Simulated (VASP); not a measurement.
Wanted: the native input for a VASP 6.6.1 run.

- Task: single point
- Functional: PBE
- Potentials or basis: VASP PAW PBE potentials, release 64 (In_d, Ga_d, O)
- Cutoff: 520 eV
- k mesh: 14 × 14 × 8
- Occupations: gaussian, width 0.1 eV
- Spin: no spin polarisation
- Dipole correction: no
- Further INCAR settings: ALGO = Normal; EDIFF = 1e-07; NBANDS = 30

The structure of InGa2O lies in POSCAR:

```
InGa2O
1.0
    3.0373005363      0.0000000000      0.0000000000
    0.0000000000      3.0373005363      0.0000000000
    0.0000000000      0.0000000000      8.4259466846
In Ga O
1 2 1
Direct
    0.5000000000      0.5000000000      0.5000000000
    0.0000000000      0.5000000000      0.1667372526
    0.5000000000      0.0000000000      0.8332627474
    0.0000000000      0.0000000000      0.0000000000
```

One way to write it, as run:

INCAR

```
SYSTEM = InGa2O
  ALGO = Normal
  EDIFF = 1E-7
  ENCUT = 520
  GGA = PE
  ISIF = 2
  ISMEAR = 0
  LASPH = .True.
  LCHARG = .False.
  LREAL = .False.
  LWAVE = .False.
  NBANDS = 30
  NELM = 60
  PREC = Accurate
  SIGMA = 0.1
```

KPOINTS

```
k-points
0
Gamma
  14 14 8
  0 0 0
```

Potentials or basis: VASP PAW PBE potentials, release 64 (In_d, Ga_d, O).

Launch:

```bash
$ cat potpaw_PBE.64/In_d/POTCAR potpaw_PBE.64/Ga_d/POTCAR potpaw_PBE.64/O/POTCAR > POTCAR
$ mpirun -np 1 vasp_std > vasp.out
```

Results of the run:

- Pressure: 0.2 GPa
- Largest force: 0.058 eV/Å

Caveat: an odd number of electrons without spin polarisation forces a metal; a magnetic or distorted state may lie lower.

Wall time 4.3 min on 1 thread of Intel(R) Xeon(R) Platinum 8375C CPU @ 2.90GHz (Ice Lake), on a shared host, peak memory 0.48 GiB.
